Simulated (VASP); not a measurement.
# BaTiO3 (Pm-3m) in VASP: a series of runs

BaTiO3 is run at these levels: PBE; tasks: single point.

Everything below comes from runs of VASP 6.6.1. Logs are shortened: lines on timing, memory, paths and dates and some standing lists are left out, and cuts for length are marked.

## 1. The cell of the first run

The structure is cubic, space group Pm-3m (No. 221). The conventional cell has a = 3.947 Å, b = 3.947 Å, c = 3.947 Å, α = 90.00°, β = 90.00°, γ = 90.00°. Ba (site symmetry m-3m) has 12 O at 2.79 Å and 8 Ti at 3.42 Å within 3.7 Å. Ti (site symmetry m-3m) has 6 O at 1.97 Å within 2.6 Å. O (site symmetry 4/mmm) has 2 Ti at 1.97 Å within 2.6 Å.

## 2. Single point, PBE

INCAR

```
SYSTEM = BaTiO3
  PREC = Accurate
  ENCUT = 520
  EDIFF = 1E-6
  ISMEAR = -1
  SIGMA = 0.01
  LREAL = .False.
  LASPH = .True.
  NELM = 80
  ALGO = Normal
  ISIF = 2
  LWAVE = .False.
  LCHARG = .False.
  GGA = PE
  NBANDS = 28
```

KPOINTS

```
Automatic mesh
0
Gamma
  6 6 6
  0 0 0
```

POSCAR

```
BaTiO3
1.0
    3.9471610370      0.0000000000      0.0000000000
    0.0000000000      3.9471610370      0.0000000000
    0.0000000000      0.0000000000      3.9471610370
Ba Ti O
1 1 3
Direct
    0.5000000000      0.5000000000      0.5000000000
    0.0000000000      0.0000000000      0.0000000000
    0.5000000000      0.0000000000      0.0000000000
    0.0000000000      0.5000000000      0.0000000000
    0.0000000000      0.0000000000      0.5000000000
```

Potentials or basis: VASP PAW PBE potentials, release 64 (Ba_sv, Ti_sv, O).

On the command line:

```
cat potpaw_PBE.64/Ba_sv/POTCAR potpaw_PBE.64/Ti_sv/POTCAR potpaw_PBE.64/O/POTCAR > POTCAR
mpirun -np 1 vasp_std > vasp.out
```

OUTCAR:

```text
SYSTEM = BaTiO3
   PREC = Accurate
   ENCUT = 520
   EDIFF = 1E-6
   ISMEAR = -1
   LREAL = .False.
   LASPH = .True.
   NELM = 80
   ISIF = 2
   GGA = PE

 ion  position               nearest neighbor table
   1  0.500  0.500  0.500-   3 2.79   4 2.79   5 2.79   3 2.79   4 2.79   3 2.79   5 2.79   3 2.79
                             4 2.79   5 2.79   4 2.79   5 2.79   2 3.42   2 3.42   2 3.42   2 3.42
   2  0.000  0.000  0.000-   3 1.97   4 1.97   5 1.97   5 1.97   4 1.97   3 1.97   1 3.42   1 3.42
                             1 3.42   1 3.42   1 3.42   1 3.42   1 3.42   1 3.42
   3  0.500  0.000  0.000-   2 1.97   2 1.97   1 2.79   1 2.79   1 2.79   1 2.79
   4  0.000  0.500  0.000-   2 1.97   2 1.97   1 2.79   1 2.79   1 2.79   1 2.79
   5  0.000  0.000  0.500-   2 1.97   2 1.97   1 2.79   1 2.79   1 2.79   1 2.79

  LATTYP: Found a simple cubic cell.
 ALAT       =     3.9471610370

  Lattice vectors:

 A1 = (   3.9471610370,   0.0000000000,   0.0000000000)
 A2 = (   0.0000000000,   3.9471610370,   0.0000000000)
 A3 = (   0.0000000000,   0.0000000000,   3.9471610370)

Analysis of symmetry for initial positions (statically):
=====================================================================
 Subroutine PRICEL returns:
 Original cell was already a primitive cell.

 Routine SETGRP: Setting up the symmetry group for a
 simple cubic supercell.

 Subroutine GETGRP returns: Found 48 space group operations
 (whereof 48 operations were pure point group operations)
 out of a pool of 48 trial point group operations.

The static configuration has the point symmetry O_h .

Analysis of symmetry for dynamics (positions and initial velocities):
=====================================================================
 Subroutine PRICEL returns:
 Original cell was already a primitive cell.

 Routine SETGRP: Setting up the symmetry group for a
 simple cubic supercell.

 Subroutine GETGRP returns: Found 48 space group operations
 (whereof 48 operations were pure point group operations)
 out of a pool of 48 trial point group operations.

The dynamic configuration has the point symmetry O_h .

 Subroutine INISYM returns: Found 48 space group operations
 (whereof 48 operations are pure point group operations),
 and found     1 'primitive' translations

----------------------------------------------------------------------------------------

[... 93 lines left out ...]
   EDIFF  = 0.1E-05   stopping-criterion for ELM
   LREAL  =      F    real-space projection
   EDIFFG = 0.1E-04   stopping-criterion for IOM
   NSW    =      0    number of steps for IOM
   IBRION =     -1    ionic relax: 0-MD 1-quasi-New 2-CG
   NFREE  =      0    steps in history (QN), initial steepest desc. (CG)
   ISIF   =      2    stress and relaxation
   ISYM   =      2    0-nonsym 1-usesym 2-fastsym
   POTIM  = 0.5000    time-step for ionic-motion
   TEBEG  =    0.0;   TEEND  =   0.0 temperature during run
   PSTRESS=    0.0 pullay stress
   NELECT =      40.0000    total number of electrons
   NUPDOWN=      -1.0000    fix difference up-down
   EMIN   =  10.00;   EMAX   =-10.00  energy-range for DOS
   EFERMI =   0.00;   METHOD = LEGACY
   ISMEAR =    -1;   SIGMA  =   0.01  broadening in eV -4-tet -1-fermi 0-gaus
   EFERMI_NEDOS =   21; number of points for ismear=-14 and -15
   IALGO  =     38    algorithm
   IMIX   =      4    mixing-type and parameters
     AMIX     =   0.40;   BMIX     =  1.00
     AMIX_MAG =   1.60;   BMIX_MAG =  1.00
  volume/ion in A,a.u.               =      12.30        83.00
  Fermi-wavevector in a.u.,A,eV,Ry     =   1.418437  2.680457 27.374417  2.011963
  Thomas-Fermi vector in A             =   2.539562
   LORBIT       =      0    0 simple, 1 ext, 2 COOP (PROOUT), +10 PAW based schemes
   GGA     = PE    functional components
   LHFCALC =     F    Hartree Fock is set to
   AEXX    =    0.0000 exact exchange contribution
   IVDW    =     0    specifies the selected vdW correction
   LEPSILON=     F    determine dielectric tensor
   LRPA    =     F    only Hartree local field effects (RPA)
 non-spin polarized calculation
  energy-cutoff  :      520.00
  volume of cell :       61.50
 maximum number of plane-waves:      1675
 NGX is ok and might be reduce to    30
   NGX = 15   NGY = 15   NGZ = 15

 number of electron      39.9999985 magnetization

 Free energy of the ion-electron system (eV)
  ---------------------------------------------------
  ext. energy  EPLUGINS =         0.00000000
  ---------------------------------------------------
  free energy    TOTEN  =       -39.83490127 eV

  energy without entropy =      -39.83490127  energy(sigma->0) =      -39.83490127

 E-fermi :   4.5280     XC(G=0): -11.4820

 val. band max:        4.1636573756   @ k =   0.5000   0.5000   0.5000
 cond. band min:       5.9894552500   @ k =   0.0000   0.0000   0.0000
 fundamental gap:      1.8257978744
 Fermi energy:         4.5280094524

 k-point     1 :       0.0000    0.0000    0.0000
  band No.  band energies     occupation
      1     -52.2979      2.00000
      2     -28.5330      2.00000
      3     -28.5330      2.00000
      4     -28.5330      2.00000
      5     -20.5609      2.00000
      6     -12.8224      2.00000
[... 609 lines left out ...]
     27      12.2969      0.00000
     28      12.2969      0.00000

------------------------ aborting loop because EDIFF is reached ----------------------------------------

  FORCE on cell =-STRESS in cart. coord.  units (eV):
  Direction    XX          YY          ZZ          XY          YZ          ZX
  --------------------------------------------------------------------------------------
  -------------------------------------------------------------------------------------
  Total        4.6440694      4.6440694      4.6440694      0.0000000      0.0000000     -0.0000000
  in kB      120.9914690    120.9914690    120.9914690      0.0000000      0.0000000     -0.0000000
  external PRESSURE =     120.9914690 kB  Pullay stress =       0.0000000 kB

 VOLUME and BASIS-vectors are now :
 -----------------------------------------------------------------------------
  energy-cutoff  :      520.00
  volume of cell :       61.50
      direct lattice vectors                 reciprocal lattice vectors
     3.947161037  0.000000000  0.000000000     0.253346643  0.000000000  0.000000000
     0.000000000  3.947161037  0.000000000     0.000000000  0.253346643  0.000000000
     0.000000000  0.000000000  3.947161037     0.000000000  0.000000000  0.253346643

 POSITION                                       TOTAL-FORCE (eV/Angst)
 -----------------------------------------------------------------------------------
      1.97358      1.97358      1.97358         0.000000      0.000000      0.000000
      0.00000      0.00000      0.00000         0.000000      0.000000      0.000000
      1.97358      0.00000      0.00000         0.000000      0.000000      0.000000
      0.00000      1.97358      0.00000         0.000000      0.000000      0.000000
      0.00000      0.00000      1.97358         0.000000      0.000000      0.000000
 -----------------------------------------------------------------------------------
    total drift:                                0.000000     -0.000000      0.000000

  FREE ENERGIE OF THE ION-ELECTRON SYSTEM (eV)
  ---------------------------------------------------
  free  energy   TOTEN  =       -39.8349012737 eV

  energy  without entropy=      -39.8349012737  energy(sigma->0) =      -39.83490127
```

OSZICAR:

```text
N       E                     dE             d eps       ncg     rms          rms(c)
DAV:   1     0.430980503550E+03    0.43098E+03   -0.20450E+04  1120   0.152E+03
DAV:   2    -0.866988793335E+01   -0.43965E+03   -0.41972E+03  1284   0.421E+02
DAV:   3    -0.486741329938E+02   -0.40004E+02   -0.39592E+02  1340   0.133E+02
DAV:   4    -0.506358338858E+02   -0.19617E+01   -0.19582E+01  1692   0.262E+01
DAV:   5    -0.506725407245E+02   -0.36707E-01   -0.36690E-01  1480   0.339E+00    0.239E+01
DAV:   6    -0.399490669073E+02    0.10723E+02   -0.55252E+01  1536   0.679E+01    0.975E+00
DAV:   7    -0.399360074218E+02    0.13059E-01   -0.84226E+00  1440   0.213E+01    0.688E+00
DAV:   8    -0.398161506642E+02    0.11986E+00   -0.73097E-01  1368   0.793E+00    0.292E+00
DAV:   9    -0.398532089082E+02   -0.37058E-01   -0.21065E-01  1484   0.316E+00    0.125E+00
DAV:  10    -0.398350260541E+02    0.18183E-01   -0.96460E-02  1312   0.323E+00    0.164E-01
DAV:  11    -0.398349644577E+02    0.61596E-04   -0.32009E-03  1412   0.432E-01    0.671E-02
DAV:  12    -0.398349716868E+02   -0.72290E-05   -0.53346E-04  1576   0.158E-01    0.787E-02
DAV:  13    -0.398349172151E+02    0.54472E-04   -0.50604E-04  1436   0.234E-01    0.382E-02
DAV:  14    -0.398349019117E+02    0.15303E-04   -0.76552E-05  1396   0.923E-02    0.782E-03
DAV:  15    -0.398349012737E+02    0.63802E-06   -0.61529E-06  1304   0.223E-02
   1 F= -.39834901E+02 E0= -.39834901E+02  d E =-.228482E-17
```

stdout:

```text
POSCAR found type information on POSCAR BaTiO
 POSCAR found :  3 types and       5 ions
 scaLAPACK will be used
 LDA part: xc-table for (Slater+PW92), standard interpolation
 POSCAR, INCAR and KPOINTS ok, starting setup
 FFT: planning ... GRIDC
 FFT: planning ... GRID_SOFT
 FFT: planning ... GRID
 WAVECAR not read
 entering main loop
```

It took 56 s on 1 thread of Intel Xeon 8259CL, shared host; peak memory 0.19 GiB.

Results:

- Free energy: -39.8349 eV
- Pressure: 12.1 GPa
- Band gap on the k mesh: 1.83 eV (least direct gap 1.93 eV)

Levels at points of the mesh, in eV from the valence-band top:
| k point | band 16 | band 17 | band 18 | band 19 | band 20 | band 21 | band 22 | band 23 | band 24 | band 25 |
| --- | --- | --- | --- | --- | --- | --- | --- | --- | --- | --- |
| (0.00, 0.00, 0.00) | -1.16 | -1.16 | -0.10 | -0.10 | -0.10 | 1.83 | 1.83 | 1.83 | 4.19 | 4.19 |
| (0.50, 0.00, 0.00) | -2.00 | -1.88 | -1.88 | -0.71 | -0.71 | 2.00 | 3.70 | 3.70 | 4.20 | 6.33 |
| (0.50, 0.50, 0.00) | -2.84 | -1.70 | -0.84 | -0.84 | -0.10 | 3.71 | 3.71 | 4.14 | 5.11 | 8.07 |
| (0.50, 0.50, 0.50) | -2.38 | -2.38 | 0.00 | 0.00 | 0.00 | 4.42 | 4.42 | 4.42 | 6.92 | 6.92 |

Caveat: the cell stands under pressure; spin-orbit coupling is left out, which moves the levels of the heavy elements. PBE gaps usually lie below the measured ones, often by a third to a half.

(Part 1 of 2 ends here.)
